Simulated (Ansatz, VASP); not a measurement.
**Two plane-wave programs on Co**

File INCAR:

```
SYSTEM = Co
  ALGO = Fast
  EDIFF = 1E-6
  ENCUT = 520
  GGA = PS
  ISIF = 2
  ISMEAR = 0
  ISPIN = 2
  LASPH = .TRUE.
  LCHARG = .FALSE.
  LMAXMIX = 4
  LORBIT = 11
  LREAL = .FALSE.
  LWAVE = .FALSE.
  MAGMOM = 1.91 1.91
  NBANDS = 20
  NELM = 150
  PREC = Accurate
  SIGMA = 0.15
```

File KPOINTS:

```
k-points
0
G
  24 24 12
  0 0 0
```

File POSCAR:

```
Co
1.0
    2.4500544007      0.0000000000      0.0000000000
   -1.2250272003      2.1218093517      0.0000000000
    0.0000000000      0.0000000000      3.9413908183
Co
2
Direct
    0.6666666667      0.3333333333      0.2598610000
    0.3333333333      0.6666666667      0.7401390000
```

Input for Ansatz:

```yaml
crystal:
  lattice:
    - [2.4500544007, 0.0, 0.0]
    - [-1.2250272003, 2.1218093517, 0.0]
    - [0.0, 0.0, 3.9413908183]
  atoms:
    - { symbol: Co, position: [0.6666666667, 0.3333333333, 0.259861], spin: 1.91 }
    - { symbol: Co, position: [0.3333333333, 0.6666666667, 0.740139], spin: 1.91 }
basis:
  ecutwfc: 420
kpoints:
  mp_grid: { grid: [24, 24, 12] }
hamiltonian:
  xc: pbesol
scf:
  occupations: { method: gaussian, width: 0.15 }
output:
  forces: true
  stress: true
  eigenvalues: true
  populations: true
magnetization:
  spin_polarized: true
```

Change from the starting cell: strain -0.015 along x and y, -0.030 along z, atoms carried along.

Alike in both runs: task single point; functional PBEsol; k mesh 24 × 24 × 12; occupations gaussian, width 0.15 eV; collinear spin.

```csv
,VASP,Ansatz
version,VASP 6.6.1,Ansatz 0.2.0
potentials or method,"VASP PAW PBE potentials, release 64 (Co), cutoff 520 eV","scalar-relativistic, plane waves, PAW"
valence electrons in the cell,18,34
```

```tsv
	VASP	Ansatz	Ansatz less VASP
gap on the k mesh at the Fermi level (eV)	none	none	-
pressure (GPa)	3.3	4.3	+0.95
traceless stress, the component that is largest in VASP (GPa)	1.75	1.88	+0.124
rms of the force components (eV/Å)	0.403	0.412	+0.0090
net moment per atom (μB)	1.56	1.57	+0.006
size of the moment on the site where the two differ most (μB)	1.57	1.63	+0.065
```

VASP's potentials were made for PBE, not for PBEsol. Site moments also hang on the region over which each program counts them. Atom by atom the forces differ by 0.009 eV/Å (rms over components). A gap of «none» marks a metal or a gap that the smearing closes. The functional is the same, so the differences come from potentials, cutoffs and numerics. VASP's potentials hold 18 valence electrons a cell and Ansatz's 34, so a difference there can come from the potentials and not from the codes.
